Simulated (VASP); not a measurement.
# WS2 (Tungstenite) (R3m) in VASP: notebook

WS2 (Tungstenite) is run at these levels: LDA, PBEsol; tasks: single point.

Program: VASP 6.6.1. These are calculated values, not measurements. Logs are shortened: lines on timing, memory, paths and dates and some standing lists are left out, and cuts for length are marked.

## 1. The cell of the first run

It takes space group R3m (No. 160, trigonal). The conventional cell has a = 3.137 Å, b = 3.137 Å, c = 18.366 Å, α = 90.00°, β = 90.00°, γ = 120.00°. W (site symmetry 3m) has 6 S at 2.37 to 2.40 Å within 3.1 Å. Within 3.2 Å of S (site symmetry 3m) lie 3 W at 2.40 Å and 7 S at 3.11 to 3.14 Å. Within 3.1 Å of S (site symmetry 3m) lie 3 W at 2.37 Å.

## 2. Single point, LDA (volume scaled by 0.98)

INCAR

```
PREC = Accurate
ENCUT = 520
EDIFF = 1E-6
ISMEAR = -1
SIGMA = 0.05
LREAL = False
LASPH = True
NELM = 100
ALGO = Normal
ISIF = 2
LWAVE = False
LCHARG = False
NBANDS = 20
```

KPOINTS

```
regular mesh
0
Gamma
  10 10 10
```

POSCAR

```
WS2
1.0
    1.5684023653      0.9055175278      6.1219674337
   -1.5684023653      0.9055175278      6.1219674337
    0.0000000000     -1.8110350555      6.1219674337
W S
1 2
Direct
    0.0000000000      0.0000000000      0.0000000000
    0.5810000000      0.5810000000      0.5810000000
    0.7503000000      0.7503000000      0.7503000000
```

Potentials or basis: VASP PAW LDA potentials, release 64 (W_sv, S).

Started as:

```
> cat potpaw_LDA.64/W_sv/POTCAR potpaw_LDA.64/S/POTCAR > POTCAR
> mpirun -np 1 vasp_std > vasp.out
```

OUTCAR:

```text
PREC = Accurate
   ENCUT = 520
   EDIFF = 1E-6
   ISMEAR = -1
   LREAL = False
   LASPH = True
   NELM = 100
   ISIF = 2

 ion  position               nearest neighbor table
   1  0.000  0.000  0.000-   3 2.37   3 2.37   3 2.37   2 2.40   2 2.40   2 2.40
   2  0.581  0.581  0.581-   1 2.40   1 2.40   1 2.40
   3  0.750  0.750  0.750-   1 2.37   1 2.37   1 2.37

  LATTYP: Found a trigonal (rhomboedric) cell.
 ALAT       =     6.3842253431
 COS(alpha) =     0.8792940837

  Lattice vectors:

 A1 = (   1.5684023653,   0.9055175278,   6.1219674337)
 A2 = (  -1.5684023653,   0.9055175278,   6.1219674337)
 A3 = (   0.0000000000,  -1.8110350555,   6.1219674337)

Analysis of symmetry for initial positions (statically):
=====================================================================
 Subroutine PRICEL returns:
 Original cell was already a primitive cell.

 Routine SETGRP: Setting up the symmetry group for a
 trigonal (rhombohedral) supercell.

 Subroutine GETGRP returns: Found  6 space group operations
 (whereof  6 operations were pure point group operations)
 out of a pool of 12 trial point group operations.

The static configuration has the point symmetry C_3v.

Analysis of symmetry for dynamics (positions and initial velocities):
=====================================================================
 Subroutine PRICEL returns:
 Original cell was already a primitive cell.

 Routine SETGRP: Setting up the symmetry group for a
 trigonal (rhombohedral) supercell.

 Subroutine GETGRP returns: Found  6 space group operations
 (whereof  6 operations were pure point group operations)
 out of a pool of 12 trial point group operations.

The dynamic configuration has the point symmetry C_3v.

 Subroutine INISYM returns: Found  6 space group operations
 (whereof  6 operations are pure point group operations),
 and found     1 'primitive' translations

----------------------------------------------------------------------------------------

                                     Primitive cell

  volume of cell :      52.1671

  direct lattice vectors                    reciprocal lattice vectors
     1.568402365  0.905517528  6.121967434     0.318795745  0.184056809  0.054448727
    -1.568402365  0.905517528  6.121967434    -0.318795745  0.184056809  0.054448727
     0.000000000 -1.811035056  6.121967434     0.000000000 -0.368113618  0.054448727

  length of vectors
[... 76 lines left out ...]
   ISTART =      0    job   : 0-new  1-cont  2-samecut
   ICHARG =      2    charge: 1-file 2-atom 10-const
   ISPIN  =      1    spin polarized calculation?
   LNONCOLLINEAR =      F non collinear calculations
   LSORBIT =      F    spin-orbit coupling
   LASPH  =      T    aspherical Exc in radial PAW
   ENCUT  =  520.0 eV  38.22 Ry    6.18 a.u.  11.87 11.87 11.87*2*pi/ulx,y,z
   NELM   =    100;   NELMIN=  2; NELMDL= -5     # of ELM steps
   EDIFF  = 0.1E-05   stopping-criterion for ELM
   LREAL  =      F    real-space projection
   EDIFFG = 0.1E-04   stopping-criterion for IOM
   NSW    =      0    number of steps for IOM
   IBRION =     -1    ionic relax: 0-MD 1-quasi-New 2-CG
   NFREE  =      0    steps in history (QN), initial steepest desc. (CG)
   ISIF   =      2    stress and relaxation
   ISYM   =      2    0-nonsym 1-usesym 2-fastsym
   POTIM  = 0.5000    time-step for ionic-motion
   TEBEG  =    0.0;   TEEND  =   0.0 temperature during run
   PSTRESS=    0.0 pullay stress
   NELECT =      26.0000    total number of electrons
   NUPDOWN=      -1.0000    fix difference up-down
   EMIN   =  10.00;   EMAX   =-10.00  energy-range for DOS
   EFERMI =   0.00;   METHOD = LEGACY
   ISMEAR =    -1;   SIGMA  =   0.05  broadening in eV -4-tet -1-fermi 0-gaus
   EFERMI_NEDOS =   21; number of points for ismear=-14 and -15
   IALGO  =     38    algorithm
   IMIX   =      4    mixing-type and parameters
     AMIX     =   0.40;   BMIX     =  1.00
     AMIX_MAG =   1.60;   BMIX_MAG =  1.00
  volume/ion in A,a.u.               =      17.39       117.35
  Fermi-wavevector in a.u.,A,eV,Ry     =   1.297977  2.452821 22.922346  1.684745
  Thomas-Fermi vector in A             =   2.429335
   LORBIT       =      0    0 simple, 1 ext, 2 COOP (PROOUT), +10 PAW based schemes
   GGA     = CA    functional components
   LHFCALC =     F    Hartree Fock is set to
   AEXX    =    0.0000 exact exchange contribution
   IVDW    =     0    specifies the selected vdW correction
   LEPSILON=     F    determine dielectric tensor
   LRPA    =     F    only Hartree local field effects (RPA)
 non-spin polarized calculation
  energy-cutoff  :      520.00
  volume of cell :       52.17
 maximum number of plane-waves:      1426
   NGX = 23   NGY = 23   NGZ = 23

 number of electron      26.0000000 magnetization

 Free energy of the ion-electron system (eV)
  ---------------------------------------------------
  ext. energy  EPLUGINS =         0.00000000
  ---------------------------------------------------
  free energy    TOTEN  =       -26.25161887 eV

  energy without entropy =      -26.25161827  energy(sigma->0) =      -26.25161857

 E-fermi :   8.0702     XC(G=0): -11.3340

 val. band max:        7.6307765329   @ k =   0.5000   0.5000   0.5000
 cond. band min:       8.6029709969   @ k =  -0.2000   0.2000   0.0000
 fundamental gap:      0.9721944640
 Fermi energy:         8.0702252305

 k-point     1 :       0.0000    0.0000    0.0000
  band No.  band energies     occupation
      1     -66.5547      2.00000
      2     -31.1129      2.00000
      3     -30.9028      2.00000
      4     -30.9028      2.00000
      5      -8.1262      2.00000
      6      -6.0302      2.00000
[... 541 lines left out ...]
     19      14.9063      0.00000
     20      16.1780      0.00000

 [... further k-points ...]
[... 5 lines left out ...]
  --------------------------------------------------------------------------------------
  -------------------------------------------------------------------------------------
  Total       -0.0316789     -0.0316789      0.2332318     -0.0000000      0.0000000      0.0000000
  in kB       -0.9729365     -0.9729365      7.1631108     -0.0000000      0.0000000      0.0000000
  external PRESSURE =       1.7390793 kB  Pullay stress =       0.0000000 kB

 VOLUME and BASIS-vectors are now :
 -----------------------------------------------------------------------------
  energy-cutoff  :      520.00
  volume of cell :       52.17
      direct lattice vectors                 reciprocal lattice vectors
     1.568402365  0.905517528  6.121967434     0.318795745  0.184056809  0.054448727
    -1.568402365  0.905517528  6.121967434    -0.318795745  0.184056809  0.054448727
     0.000000000 -1.811035056  6.121967434     0.000000000 -0.368113618  0.054448727

 POSITION                                       TOTAL-FORCE (eV/Angst)
 -----------------------------------------------------------------------------------
      0.00000      0.00000      0.00000         0.000000     -0.000000     -0.615862
      0.00000      0.00000     10.67059         0.000000      0.000000      0.172046
      0.00000      0.00000     13.77994         0.000000      0.000000      0.443816
 -----------------------------------------------------------------------------------
    total drift:                                0.000000      0.000000     -0.000020

  FREE ENERGIE OF THE ION-ELECTRON SYSTEM (eV)
  ---------------------------------------------------
  free  energy   TOTEN  =       -26.2516188750 eV

  energy  without entropy=      -26.2516182687  energy(sigma->0) =      -26.25161857
```

OSZICAR:

```text
N       E                     dE             d eps       ncg     rms          rms(c)
DAV:   1     0.196694487234E+03    0.19669E+03   -0.13031E+04  4640   0.130E+03
DAV:   2    -0.173003726180E+02   -0.21399E+03   -0.20666E+03  5444   0.343E+02
DAV:   3    -0.274229647730E+02   -0.10123E+02   -0.10016E+02  5756   0.701E+01
DAV:   4    -0.275673943188E+02   -0.14443E+00   -0.14433E+00  5624   0.909E+00
DAV:   5    -0.275697892514E+02   -0.23949E-02   -0.23948E-02  5684   0.122E+00    0.285E+01
DAV:   6    -0.264492446878E+02    0.11205E+01   -0.54627E+00  5096   0.159E+01    0.115E+01
DAV:   7    -0.263109797211E+02    0.13826E+00   -0.13152E+00  4884   0.657E+00    0.566E+00
DAV:   8    -0.262538080277E+02    0.57172E-01   -0.26767E-01  5384   0.340E+00    0.119E+00
DAV:   9    -0.262519966346E+02    0.18114E-02   -0.12572E-02  5840   0.769E-01    0.492E-01
DAV:  10    -0.262516491884E+02    0.34745E-03   -0.36287E-03  5436   0.414E-01    0.685E-02
DAV:  11    -0.262516207178E+02    0.28471E-04   -0.40531E-04  5228   0.133E-01    0.586E-02
DAV:  12    -0.262516182548E+02    0.24630E-05   -0.43370E-05  5432   0.512E-02    0.126E-02
DAV:  13    -0.262516188750E+02   -0.62021E-06   -0.31330E-06  4928   0.134E-02
   1 F= -.26251619E+02 E0= -.26251619E+02  d E =-.606318E-06
```

Wall time 3.6 min (1 thread of Intel Xeon Platinum 8259CL at 2.50GHz (Skylake/Cascade Lake), shared host); peak memory 0.32 GiB.

What came out:

- Free energy: -26.2516 eV
- Pressure: 0.2 GPa
- Largest force: 0.616 eV/Å
- Band gap on the k mesh: 0.97 eV, indirect (least direct gap 2.29 eV)

Forces on the atoms (eV/Å):
```
W    0.000  0.000 -0.616
S    0.000  0.000  0.172
S    0.000  0.000  0.444
```

Levels at points of the mesh, in eV from the valence-band top:
| k point | band 10 | band 11 | band 12 | band 13 | band 14 | band 15 | band 16 | band 17 |
| --- | --- | --- | --- | --- | --- | --- | --- | --- |
| (0.00, 0.00, 0.00) | -2.35 | -2.35 | -1.58 | -1.31 | 2.19 | 2.19 | 2.59 | 2.59 |
| (0.50, 0.00, 0.00) | -4.27 | -2.60 | -1.81 | -1.78 | 2.30 | 2.58 | 3.60 | 3.91 |
| (0.50, 0.50, 0.00) | -4.18 | -3.25 | -2.02 | -1.58 | 2.25 | 2.70 | 3.19 | 4.45 |
| (0.50, 0.50, 0.50) | -3.66 | -2.32 | -2.32 | 0.00 | 2.32 | 2.32 | 2.42 | 2.42 |

Caveat: the cell differs from its parent crystal (volume scaled by 0.98); spin-orbit coupling is left out, which moves the levels of the heavy elements.

## 3. Single point, LDA

This run uses another cell than the first one, of 17.74 Å³/atom, 1.020 times its volume.

INCAR

```
PREC = Accurate
ENCUT = 520
EDIFF = 1E-6
ISMEAR = -1
SIGMA = 0.05
LREAL = F
LASPH = T
NELM = 60
ALGO = Normal
ISIF = 2
LWAVE = F
LCHARG = F
GGA = CA
NBANDS = 20
```

KPOINTS is that of step 2.

POSCAR

```
WS2
1.0
    1.5790000000      0.9116360751      6.1633333333
   -1.5790000000      0.9116360751      6.1633333333
    0.0000000000     -1.8232721501      6.1633333333
W S
1 2
Direct
    0.0000000000      0.0000000000      0.0000000000
    0.5810000000      0.5810000000      0.5810000000
    0.7503000000      0.7503000000      0.7503000000
```

Potentials or basis: VASP PAW LDA potentials, release 64 (W_sv, S).

Started as:

```
> cat potpaw_LDA.64/W_sv/POTCAR potpaw_LDA.64/S/POTCAR > POTCAR
> mpirun -np 1 vasp_std > vasp.out
```

Run time: 3.5 min. Hardware: 1 thread of Intel Xeon Platinum 8259CL at 2.50GHz (Skylake/Cascade Lake), shared host; peak memory 0.33 GiB.

It converged, with:

```
Free energy            : -26.2416 eV
Pressure               : -3.3 GPa
Largest force          : 0.587 eV/Å
Band gap on the k mesh : 0.99 eV, indirect (least direct gap 2.23 eV)
```

Forces in eV/Å, atoms in the order of the input:
```
W    0.000  0.000 -0.587
S    0.000  0.000  0.521
S    0.000  0.000  0.067
```

Stress tensor (GPa, compression positive):
```
-3.43  0.00  0.00
 0.00 -3.43  0.00
 0.00  0.00 -2.93
```

Levels at points of the mesh, in eV from the valence-band top:
```
           k point  band 10  band 11  band 12  band 13  band 14  band 15  band 16  band 17
(0.00, 0.00, 0.00)    -2.29    -2.29    -1.54    -1.25     2.17     2.17     2.53     2.53
(0.50, 0.00, 0.00)    -4.16    -2.55    -1.78    -1.72     2.25     2.54     3.57     3.84
(0.50, 0.50, 0.00)    -4.08    -3.17    -1.98    -1.53     2.21     2.66     3.16     4.35
(0.50, 0.50, 0.50)    -3.56    -2.26    -2.26     0.00     2.29     2.29     2.37     2.37
```

Caveat: spin-orbit coupling is left out, which moves the levels of the heavy elements. A hybrid or GW would open this gap; LDA tends to underestimate it.

## 4. Single point, LDA (volume scaled by 1.02)

INCAR

```
PREC = Accurate
ENCUT = 520
EDIFF = 1E-6
ISMEAR = -1
SIGMA = 0.05
LREAL = False
LASPH = True
NELM = 60
ALGO = Normal
ISIF = 2
LWAVE = False
LCHARG = False
GGA = CA
NBANDS = 20
```

KPOINTS is that of step 3.

POSCAR

```
WS2
1.0
    1.5894572584      0.9176735760      6.2041512999
   -1.5894572584      0.9176735760      6.2041512999
    0.0000000000     -1.8353471520      6.2041512999
W S
1 2
Direct
    0.0000000000      0.0000000000      0.0000000000
    0.5810000000      0.5810000000      0.5810000000
    0.7503000000      0.7503000000      0.7503000000
```

Started as:

```
> cat potpaw_LDA.64/W_sv/POTCAR potpaw_LDA.64/S/POTCAR > POTCAR
> mpirun -np 1 vasp_std > vasp.out
```

Run time: 4.2 min. Hardware: 1 thread of Intel Xeon Platinum 8259CL at 2.50GHz (Skylake/Cascade Lake), shared host; peak memory 0.33 GiB.

Results (log left out):

| Quantity | Value |
| --- | --- |
| Free energy | -26.2099 eV |
| Pressure | -6.4 GPa |
| Largest force | 0.843 eV/Å |
| Band gap on the k mesh | 1.01 eV, indirect (least direct gap 2.17 eV) |

Forces in eV/Å, atoms in the order of the input:
```
W    0.000  0.000 -0.560
S    0.000  0.000  0.843
S    0.000  0.000 -0.283
```

Stress tensor (GPa, compression positive):
```
-6.42  0.00  0.00
 0.00 -6.42  0.00
 0.00  0.00 -6.21
```

Levels at points of the mesh, in eV from the valence-band top:
| k point | band 9 | band 10 | band 11 | band 12 | band 13 | band 14 | band 15 | band 16 | band 17 | band 18 |
| --- | --- | --- | --- | --- | --- | --- | --- | --- | --- | --- |
| (0.00, 0.00, 0.00) | -3.45 | -2.23 | -2.23 | -1.51 | -1.18 | 2.15 | 2.15 | 2.48 | 2.48 | 4.55 |
| (0.50, 0.00, 0.00) | -5.18 | -4.06 | -2.51 | -1.75 | -1.66 | 2.21 | 2.51 | 3.53 | 3.78 | 4.30 |
| (0.50, 0.50, 0.00) | -4.88 | -3.98 | -3.10 | -1.95 | -1.48 | 2.17 | 2.62 | 3.13 | 4.26 | 4.91 |
| (0.50, 0.50, 0.50) | -3.46 | -3.46 | -2.20 | -2.20 | 0.00 | 2.26 | 2.26 | 2.33 | 2.33 | 4.84 |

Caveat: the cell differs from its parent crystal (volume scaled by 1.02); spin-orbit coupling is left out, which moves the levels of the heavy elements. A k mesh can miss the band edges.

## 5. Single point, PBEsol (volume scaled by 1.02)

INCAR

```
SYSTEM = WS2
PREC = Accurate
ENCUT = 520
EDIFF = 1E-6
ISMEAR = -1
SIGMA = 0.05
LREAL = .False.
LASPH = .True.
NELM = 100
ALGO = Normal
ISIF = 2
LWAVE = .False.
LCHARG = .False.
GGA = PS
NBANDS = 20
```

KPOINTS

```
Automatic mesh
0
Gamma
  10 10 10
  0 0 0
```

POSCAR is that of step 4.

Potentials or basis: VASP PAW PBE potentials, release 64 (W_sv, S).

Started as:

```
> cat potpaw_PBE.64/W_sv/POTCAR potpaw_PBE.64/S/POTCAR > POTCAR
> mpirun -np 1 vasp_std > vasp.out
```

It took 4 min on 1 thread of Intel Xeon Platinum 8259CL at 2.50GHz (Skylake/Cascade Lake), shared host; peak memory 0.38 GiB.

The run converged. Its results:

| Property | Result |
| --- | --- |
| Free energy | -25.2498 eV |
| Pressure | -3.7 GPa |
| Largest force | 0.678 eV/Å |
| Band gap on the k mesh | 1.05 eV, indirect (least direct gap 2.18 eV) |

Forces in eV/Å, atoms in the order of the input:
```
W    0.000  0.000 -0.574
S    0.000  0.000  0.678
S    0.000  0.000 -0.104
```

Stress tensor (GPa, compression positive):
```
-3.95  0.00  0.00
 0.00 -3.95  0.00
 0.00  0.00 -3.18
```

Levels at points of the mesh, in eV from the valence-band top:
| k point | band 11 | band 12 | band 13 | band 14 | band 15 | band 16 |
| --- | --- | --- | --- | --- | --- | --- |
| (0.00, 0.00, 0.00) | -2.23 | -1.54 | -1.16 | 2.17 | 2.17 | 2.50 |
| (0.50, 0.00, 0.00) | -2.53 | -1.78 | -1.68 | 2.25 | 2.55 | 3.56 |
| (0.50, 0.50, 0.00) | -3.12 | -1.97 | -1.51 | 2.21 | 2.66 | 3.16 |
| (0.50, 0.50, 0.50) | -2.19 | -2.19 | 0.00 | 2.27 | 2.27 | 2.35 |

Caveat: the cell differs from its parent crystal (volume scaled by 1.02); the PAW data sets were made with another functional, which shifts forces and pressure a little; spin-orbit coupling is left out, which moves the levels of the heavy elements. A k mesh can miss the band edges.

## 6. Overview

| level | potentials or basis | cell | gap on the mesh (eV) | pressure (GPa) | largest force (eV/Å) |
| --- | --- | --- | --- | --- | --- |
| LDA | VASP PAW LDA potentials, release 64 (W_sv, S) | a = 6.384 Å, angles 28.4°, 3 atoms | 0.97 | 0.2 | 0.62 |
| LDA | VASP PAW LDA potentials, release 64 (W_sv, S) | a = 6.427 Å, angles 28.4°, 3 atoms | 0.99 | -3.3 | 0.59 |
| LDA | VASP PAW LDA potentials, release 64 (W_sv, S) | a = 6.470 Å, angles 28.4°, 3 atoms | 1.01 | -6.4 | 0.84 |
| PBEsol | VASP PAW PBE potentials, release 64 (W_sv, S) | a = 6.470 Å, angles 28.4°, 3 atoms | 1.05 | -3.7 | 0.68 |

Alike in all rows: task single point; no spin polarisation; k mesh 10 × 10 × 10; cutoff (eV) 520; smearing fermi-dirac 0.05 eV.

Caveats: spin-orbit coupling is left out, which moves the levels of the heavy elements; the PAW data sets were made with another functional, which shifts forces and pressure a little (some runs).

Absolute energies hang on the potentials; compare differences alone.
